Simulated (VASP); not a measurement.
# Rh (Im-3m) in VASP: a series of runs

Runs on Rh. Level: PBE. Tasks: single point.

All numbers are computed with VASP 6.6.1; they aren't measurements. Logs are shortened: lines on timing, memory, paths and dates and some standing lists are left out, and cuts for length are marked.

### Step 1. The cell of the first run

Symmetry: Im-3m, No. 229, cubic system. The conventional cell has a = 3.071 Å, b = 3.071 Å, c = 3.071 Å, α = 90.00°, β = 90.00°, γ = 90.00°. Within 3.5 Å of Rh (site symmetry m-3m) lie 14 Rh at 2.66 to 3.07 Å.

### Step 2. Single point, PBE

INCAR reads:

```
SYSTEM = Rh
ALGO     = Normal         ! electronic algorithm
EDIFF    = 1E-7           ! SCF threshold, eV
ENCUT    = 520            ! plane-wave cutoff, eV
GGA      = PE             ! functional
ISIF     = 2              ! what is computed and relaxed
ISMEAR   = -1             ! smearing method
LASPH    = .TRUE.         ! aspherical terms in the spheres
LCHARG   = .TRUE.         ! write CHGCAR
LELF     = .TRUE.         ! ELF
LREAL    = .FALSE.        ! projectors in reciprocal space
LVHAR    = .TRUE.       
LWAVE    = .FALSE.        ! write WAVECAR
NBANDS   = 14             ! bands
NELM     = 80             ! most SCF steps
PREC     = Accurate       ! precision mode
SIGMA    = 0.06122561905347299 ! smearing width, eV
```

KPOINTS reads:

```
k-points
0
G
  25 25 25
  0 0 0
```

POSCAR reads:

```
Rh
1.0
   -1.5354069168      1.5354069168      1.5354069168
    1.5354069168     -1.5354069168      1.5354069168
    1.5354069168      1.5354069168     -1.5354069168
Rh
1
Direct
    0.0000000000      0.0000000000      0.0000000000
```

Potentials or basis: VASP PAW PBE potentials, release 64 (Rh_pv).

Command:

```console
$ cat potpaw_PBE.64/Rh_pv/POTCAR > POTCAR
$ mpirun -np 1 vasp_std > vasp.out
```

OUTCAR:

```text
SYSTEM = Rh
   EDIFF = 1E-7
   ENCUT = 520
   GGA = PE
   ISIF = 2
   ISMEAR = -1
   LASPH = .TRUE.
   LREAL = .FALSE.
   NELM = 80
   PREC = Accurate

 ion  position               nearest neighbor table
   1  0.000  0.000  0.000-

  LATTYP: Found a body centered cubic cell.
 ALAT       =     3.0708138336

  Lattice vectors:

 A1 = (  -1.5354069168,   1.5354069168,   1.5354069168)
 A2 = (   1.5354069168,  -1.5354069168,   1.5354069168)
 A3 = (   1.5354069168,   1.5354069168,  -1.5354069168)

Analysis of symmetry for initial positions (statically):
=====================================================================
 Subroutine PRICEL returns:
 Original cell was already a primitive cell.

 Routine SETGRP: Setting up the symmetry group for a
 body centered cubic supercell.

 Subroutine GETGRP returns: Found 48 space group operations
[... 9 lines left out ...]

 Routine SETGRP: Setting up the symmetry group for a
 body centered cubic supercell.

 Subroutine GETGRP returns: Found 48 space group operations
[... 11 lines left out ...]
                                     Primitive cell

  volume of cell :      14.4787

  direct lattice vectors                    reciprocal lattice vectors
    -1.535406917  1.535406917  1.535406917     0.000000000  0.325646573  0.325646573
     1.535406917 -1.535406917  1.535406917     0.325646573  0.000000000  0.325646573
     1.535406917  1.535406917 -1.535406917     0.325646573  0.325646573  0.000000000

  length of vectors
     2.659402790  2.659402790  2.659402790     0.460533800  0.460533800  0.460533800

  position of ions in fractional coordinates (direct lattice)
     0.000000000  0.000000000  0.000000000

  ion indices of the primitive-cell ions
   primitive index   ion index
                 1           1

----------------------------------------------------------------------------------------

 KPOINTS: k-points

Automatic generation of k-mesh.
 Grid dimensions read from file:
 generate k-points for:   25   25   25

 Generating k-lattice:

  Cartesian coordinates                     Fractional coordinates (reciprocal lattice)
     0.000000000  0.013025863  0.013025863     0.040000000  0.000000000  0.000000000
     0.013025863  0.000000000  0.013025863     0.000000000  0.040000000  0.000000000
     0.013025863  0.013025863  0.000000000     0.000000000  0.000000000  0.040000000

  Length of vectors
     0.018421352  0.018421352  0.018421352

[... 52 lines left out ...]
   NELM   =     80;   NELMIN=  2; NELMDL= -5     # of ELM steps
   EDIFF  = 0.1E-06   stopping-criterion for ELM
   LREAL  =      F    real-space projection
   EDIFFG = 0.1E-05   stopping-criterion for IOM
   NSW    =      0    number of steps for IOM
   IBRION =     -1    ionic relax: 0-MD 1-quasi-New 2-CG
   NFREE  =      0    steps in history (QN), initial steepest desc. (CG)
   ISIF   =      2    stress and relaxation
   ISYM   =      2    0-nonsym 1-usesym 2-fastsym
   POTIM  = 0.5000    time-step for ionic-motion
   TEBEG  =    0.0;   TEEND  =   0.0 temperature during run
   PSTRESS=    0.0 pullay stress
   NELECT =      15.0000    total number of electrons
   NUPDOWN=      -1.0000    fix difference up-down
   EMIN   =  10.00;   EMAX   =-10.00  energy-range for DOS
   EFERMI =   0.00;   METHOD = LEGACY
   ISMEAR =    -1;   SIGMA  =   0.06  broadening in eV -4-tet -1-fermi 0-gaus
   EFERMI_NEDOS =   21; number of points for ismear=-14 and -15
   IALGO  =     38    algorithm
   IMIX   =      4    mixing-type and parameters
     AMIX     =   0.40;   BMIX     =  1.00
     AMIX_MAG =   1.60;   BMIX_MAG =  1.00
  volume/ion in A,a.u.               =      14.48        97.71
  Fermi-wavevector in a.u.,A,eV,Ry     =   1.656514  3.130357 37.334909  2.744038
  Thomas-Fermi vector in A             =   2.744425
   LORBIT       =      0    0 simple, 1 ext, 2 COOP (PROOUT), +10 PAW based schemes
   GGA     = PE    functional components
[... 5 lines left out ...]
 non-spin polarized calculation
  energy-cutoff  :      520.00
  volume of cell :       14.48
 maximum number of plane-waves:       402
   NGX =  9   NGY =  9   NGZ =  9

 number of electron      15.0000005 magnetization

 Free energy of the ion-electron system (eV)
  ---------------------------------------------------
  ext. energy  EPLUGINS =         0.00000000
  ---------------------------------------------------
  free energy    TOTEN  =        -6.92022085 eV

  energy without entropy =       -6.88835914  energy(sigma->0) =       -6.90428999

 E-fermi :  10.8153     XC(G=0): -13.6815

 val. band max:       10.8132776248   @ k =   0.2800   0.2800   0.0400
 cond. band min:      10.8192098887   @ k =  -0.3200   0.3600   0.2000
 fundamental gap:      0.0059322639
 Fermi energy:        10.8152974265

 k-point     1 :       0.0000    0.0000    0.0000
  band No.  band energies     occupation
      1     -35.1534      2.00000
      2     -35.1534      2.00000
      3     -35.1534      2.00000
      4       3.4073      2.00000
      5       8.0758      2.00000
      6       8.0758      2.00000
      7       8.0758      2.00000
      8      10.3985      1.99779
      9      10.3985      1.99779
     10      29.2536      0.00000
     11      29.2536      0.00000
     12      29.2536      0.00000
     13      31.9611      0.00000
     14      38.8566      0.00000
[... 377 lines left out ...]
      1     -35.7664      2.00000
      2     -35.3648      2.00000
      3     -35.1571      2.00000
      4       5.3462      2.00000
      5       6.6735      2.00000
      6      10.2944      1.99960
      7      10.5853      1.95431
      8      11.6031      0.00001
      9      12.7369      0.00000
     10      20.1462      0.00000
     11      25.4748      0.00000
     12      28.9295      0.00000
     13      31.9613      0.00000
     14      35.8634      0.00000

 [... further k-points ...]

------------------------ aborting loop because EDIFF is reached ----------------------------------------

  FORCE on cell =-STRESS in cart. coord.  units (eV):
  Direction    XX          YY          ZZ          XY          YZ          ZX
  --------------------------------------------------------------------------------------
  -------------------------------------------------------------------------------------
  Total        0.0005109      0.0005109      0.0005109      0.0000000      0.0000000      0.0000000
  in kB        0.0565301      0.0565301      0.0565301      0.0000000      0.0000000      0.0000000
  external PRESSURE =       0.0565301 kB  Pullay stress =       0.0000000 kB

 VOLUME and BASIS-vectors are now :
 -----------------------------------------------------------------------------
  energy-cutoff  :      520.00
  volume of cell :       14.48
      direct lattice vectors                 reciprocal lattice vectors
    -1.535406917  1.535406917  1.535406917     0.000000000  0.325646573  0.325646573
     1.535406917 -1.535406917  1.535406917     0.325646573  0.000000000  0.325646573
     1.535406917  1.535406917 -1.535406917     0.325646573  0.325646573  0.000000000

 POSITION                                       TOTAL-FORCE (eV/Angst)
 -----------------------------------------------------------------------------------
      0.00000      0.00000      0.00000         0.000000     -0.000000     -0.000000
 -----------------------------------------------------------------------------------
    total drift:                                0.000000     -0.000000      0.000000

  FREE ENERGIE OF THE ION-ELECTRON SYSTEM (eV)
  ---------------------------------------------------
  free  energy   TOTEN  =        -6.9202208472 eV

  energy  without entropy=       -6.8883591380  energy(sigma->0) =       -6.90428999
```

OSZICAR:

```text
N       E                     dE             d eps       ncg     rms          rms(c)
DAV:   1     0.120720016552E+03    0.12072E+03   -0.87956E+03 12772   0.114E+03
DAV:   2    -0.573573868954E+01   -0.12646E+03   -0.12078E+03 14018   0.338E+02
DAV:   3    -0.732669934039E+01   -0.15910E+01   -0.15867E+01 15422   0.419E+01
DAV:   4    -0.733296615576E+01   -0.62668E-02   -0.62665E-02 15086   0.270E+00
DAV:   5    -0.733302523883E+01   -0.59083E-04   -0.59082E-04 15386   0.232E-01    0.923E+00
DAV:   6    -0.693445570368E+01    0.39857E+00   -0.75006E-01 13748   0.113E+01    0.351E+00
DAV:   7    -0.692290240980E+01    0.11553E-01   -0.13811E-02 15638   0.127E+00    0.174E+00
DAV:   8    -0.692028466487E+01    0.26177E-02   -0.27825E-03 13352   0.689E-01    0.132E-01
DAV:   9    -0.692021970070E+01    0.64964E-04   -0.66146E-05 15128   0.111E-01    0.115E-02
DAV:  10    -0.692022089608E+01   -0.11954E-05   -0.26626E-06 14570   0.194E-02    0.157E-03
DAV:  11    -0.692022084720E+01    0.48881E-07   -0.86217E-08 10534   0.372E-03
   1 F= -.69202208E+01 E0= -.69042900E+01  d E =-.318617E-01
```

It took 62 s on 1 thread of Intel Xeon Platinum 8259CL at 2.50GHz (Skylake/Cascade Lake), shared host; peak memory 0.19 GiB.

Results:

| Quantity | Value |
| --- | --- |
| Free energy | -6.9202 eV |
| Pressure | 0.0 GPa |

(Continued in part 2 of 2.)
